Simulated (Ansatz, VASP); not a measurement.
## One calculation of TiSi, two programs

```
CELL_PARAMETERS angstrom
3.79316 0.00000 0.00000
0.00000 1.80285 2.06599
0.00000 -1.80285 2.06599
ATOMIC_POSITIONS crystal
Ti 0.00000 0.05073 0.05073
Si 0.50000 0.55077 0.55077
```

Alike in both runs: task single point; functional PBEsol; k mesh 18 × 24 × 24; occupations gaussian, width 0.15 eV; no spin polarisation.

|  | VASP | Ansatz |
| --- | --- | --- |
| version | VASP 6.6.1 | Ansatz 0.2.0 |
| potentials or method | VASP PAW PBE potentials, release 64 (Ti_sv, Si), cutoff 520 eV | scalar-relativistic, plane waves, PAW |
| valence electrons in the cell | 16 | 16 |

|  | VASP | Ansatz | Ansatz less VASP |
| --- | --- | --- | --- |
| gap on the k mesh at the Fermi level (eV) | none | none | - |
| pressure (GPa) | 0.0 | 0.0 | -0.04 |
| traceless stress, the component that is largest in VASP (GPa) | -0.11 | -0.03 | +0.080 |

VASP's potentials were made for PBE, not for PBEsol. A gap of «none» marks a metal or a gap that the smearing closes. With one functional, cell and mesh, what is left measures potentials, basis and numerics.
